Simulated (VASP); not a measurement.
C, a slab with vacuum:

```
C
1.0
     2.45617    0.00000    0.00000
    -1.22809    2.12711    0.00000
     0.00000    0.00000    8.52380
C
2
Cartesian
  0.0000 1.4181 0.0000
  1.2281 0.7090 0.0000
```

Base run:

- Program: VASP 6.6.1
- Functional: PBEsol
- Potentials or basis: VASP PAW PBE potentials, release 64 (C)
- Cutoff: 600 eV
- k mesh: 8 × 8 × 2
- Occupations: fermi-dirac, width 0.05 eV
- Spin: no spin polarisation

Its results: band gap on the k mesh 1.99 eV, direct.

**Question.** After a change of settings the same cell gave: band gap on the k mesh zero (filled and empty bands touch). Which change was it?
A. k mesh from 8 × 8 × 2 to 10 × 10 × 3
B. k mesh from 8 × 8 × 2 to 6 × 6 × 2
C. k mesh from 8 × 8 × 2 to 13 × 13 × 4
D. k mesh from 8 × 8 × 2 to 5 × 5 × 2

**Answer.** B.

Caveats: some runs use coarse meshes.
